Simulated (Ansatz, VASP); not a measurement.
## LaGa3: VASP beside Ansatz

```
CELL_PARAMETERS angstrom
0.00000 4.06157 0.00000
4.06157 0.00000 0.00000
2.03079 2.03079 -4.68124
ATOMIC_POSITIONS crystal
Ga 0.50000 0.50000 0.00000
Ga 0.75000 0.25000 0.50000
Ga 0.25000 0.75000 0.50000
La 0.00000 0.00000 0.00000
```

Alike in both runs: task single point; functional r2SCAN; k mesh 7 × 7 × 7; occupations tetrahedron; no spin polarisation.

|  | VASP | Ansatz |
| --- | --- | --- |
| version | VASP 6.6.1 | Ansatz 0.2.0 |
| potentials or method | VASP PAW PBE potentials, release 64 (Ga_d, La), cutoff 520 eV | PAW plane waves |
| valence electrons in the cell | 50 | 50 |

Ansatz gave:

```
pressure (GPa)                                                : 14.0
traceless stress, the component that is largest in VASP (GPa) : -7.80
```

**Question.** What did VASP give for the same quantities?

**Answer.** Pressure (GPa): 13.9; traceless stress, the component that is largest in VASP (GPa): -7.76.

VASP's potentials were made for PBE, not for r2SCAN. The functional is the same, so the differences come from potentials, cutoffs and numerics. Ansatz's warnings: band table not solved further, product built on unsolved table, tetrahedron derivatives may miss energy slope.

Neither program's run includes spin-orbit coupling.
